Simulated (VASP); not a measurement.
HfB2: relaxation of shape and atoms at fixed volume with BLYP+D3(BJ)

Crystal: HfB2.

```
Hf B
1.0
     3.14333    0.00000    0.00000
    -1.57167    2.72220    0.00000
     0.00000    0.00000    3.47265
Hf B
1 2
Direct
  0.00000 0.00000 0.00000
  0.33333 0.66667 0.50000
  0.66667 0.33333 0.50000
```

| Item | Value |
| --- | --- |
| Program | VASP 6.6.1 |
| Task | relaxation of shape and atoms at fixed volume |
| Functional | BLYP |
| Dispersion | D3(BJ) |
| Potentials or basis | VASP PAW PBE potentials, release 64 (Hf_pv, B) |
| Cutoff | 600 eV |
| k mesh | 8 × 8 × 8 |
| Occupations | gaussian, width 0.05 eV |
| Spin | no spin polarisation |
| Dipole correction | no |
| Further INCAR settings | ALGO = Normal; EDIFF = 1e-07; IBRION = 2; EDIFFG = -0.02; NSW = 60; ISIF = 4 |

```yaml
Energy_gained_by_relaxing: 1.9 meV/atom
Ionic_steps: 2
Pressure_after_relaxing: -5.6 GPa
Band_gap_on_the_k_mesh: zero (band 8 reaches 8.91 eV, above the bottom of band 9 at 8.13 eV)
Dispersion_energy_per_atom: -0.836 eV
```

Step by step:
| step | energy change (eV) | largest force (eV/Å) | pressure (GPa) | volume (Å³) |
| --- | --- | --- | --- | --- |
| 1 | 0.0000 | 0.0000 | -5.92 | 29.71 |
| 2 | -0.0058 | 0.0000 | -5.61 | 29.71 |

Final structure:
```
Hf B
1.0
     3.12570    0.00000    0.00000
    -1.56285    2.70694    0.00000
     0.00000    0.00000    3.51193
Hf B
1 2
Direct
  0.00000 0.00000 0.00000
  0.33333 0.66667 0.50000
  0.66667 0.33333 0.50000
```

Levels at points of the mesh, in eV from the Fermi level:
```tsv
k point	band 6	band 7	band 8	band 9	band 10	band 11
(0.00, 0.00, 0.00)	-2.81	-2.81	-2.81	3.96	3.96	4.41
(0.50, 0.00, 0.00)	-4.16	-3.38	-2.72	2.10	2.69	5.47
(0.00, 0.00, 0.50)	-1.19	-1.19	0.51	0.51	1.01	1.01
(0.50, 0.00, 0.50)	-4.87	-4.58	-2.48	3.93	4.27	6.16
```

Wall time 26 s on 1 thread of Intel(R) Xeon(R) 6975P-C (Granite Rapids), with other jobs on the host, peak memory 0.18 GiB.

Caveat: the PAW data sets were made with another functional, which shifts forces and pressure a little; spin-orbit coupling is left out, which moves the levels of the heavy elements; pairwise dispersion overbinds metals, which lowers pressure and volume.
